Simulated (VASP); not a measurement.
Sn2PbO3: single point with PBE

Crystal: Sn2PbO3.

```
Sn Pb O
1.0
    -3.94635    0.00122    0.00851
     0.01120    0.00018   -5.20275
     0.00276  -11.66427    0.00034
Sn Pb O
4 2 6
Direct
  0.99882 0.79197 0.16373
  0.50114 0.20807 0.33628
  0.99888 0.79182 0.83626
  0.50112 0.20808 0.66374
  0.99889 0.73829 0.49999
  0.50111 0.26174 0.99999
  0.50025 0.98846 0.50000
  0.99990 0.99873 0.32845
  0.50002 0.00138 0.17155
  0.99976 0.01156 0.00000
  0.99992 0.99863 0.67157
  0.50018 0.00127 0.82845
```

```
Program                : VASP 6.6.1
Task                   : single point
Functional             : PBE
Potentials or basis    : VASP PAW PBE potentials, release 64 (Sn_d, Pb_d, O)
Cutoff                 : 600 eV
k mesh                 : 4 × 4 × 1
Occupations            : gaussian, width 0.1 eV
Spin                   : no spin polarisation
Dipole correction      : no
Further INCAR settings : ALGO = Normal; EDIFF = 1e-06; NBANDS = 72
```

- Pressure: 0.1 GPa
- Largest force: 0.069 eV/Å
- Band gap on the k mesh: 1.57 eV (least direct gap 1.98 eV)

Forces in eV/Å, atoms in the order of the input:
```
Sn  -0.002  0.010  0.065
Sn   0.002 -0.009 -0.068
Sn  -0.002 -0.011  0.061
Sn   0.001  0.008 -0.062
Pb   0.003  0.000  0.034
Pb  -0.003  0.000 -0.032
O   -0.002 -0.001  0.013
O   -0.003 -0.005  0.006
O    0.002  0.004 -0.004
O    0.002  0.000 -0.012
O   -0.002  0.007  0.004
O    0.004 -0.004 -0.004
```

Stress tensor (GPa, compression positive):
```
 0.02  0.03  0.06
 0.03  0.28  0.00
 0.06  0.00 -0.01
```

Levels at points of the mesh, in eV from the valence-band top:
| k point | band 58 | band 59 | band 60 | band 61 | band 62 | band 63 |
| --- | --- | --- | --- | --- | --- | --- |
| (0.00, 0.00, 0.00) | -1.04 | -0.48 | 0.00 | 1.98 | 2.93 | 2.96 |
| (0.50, 0.00, 0.00) | -1.73 | -1.41 | -1.38 | 1.57 | 1.60 | 1.62 |
| (0.00, 0.50, 0.00) | -1.24 | -1.16 | -1.05 | 1.80 | 1.90 | 2.19 |
| (0.50, 0.50, 0.00) | -1.45 | -1.12 | -1.09 | 2.50 | 2.54 | 2.89 |

Run time: 8.1 min on 1 thread of Oxide Virtual Turin-like Processor (shared host), peak memory 0.42 GiB.

Caveat: the k points lie up to 0.54 Å⁻¹ apart; spin-orbit coupling is left out, which moves the levels of the heavy elements. A k mesh can miss the band edges.
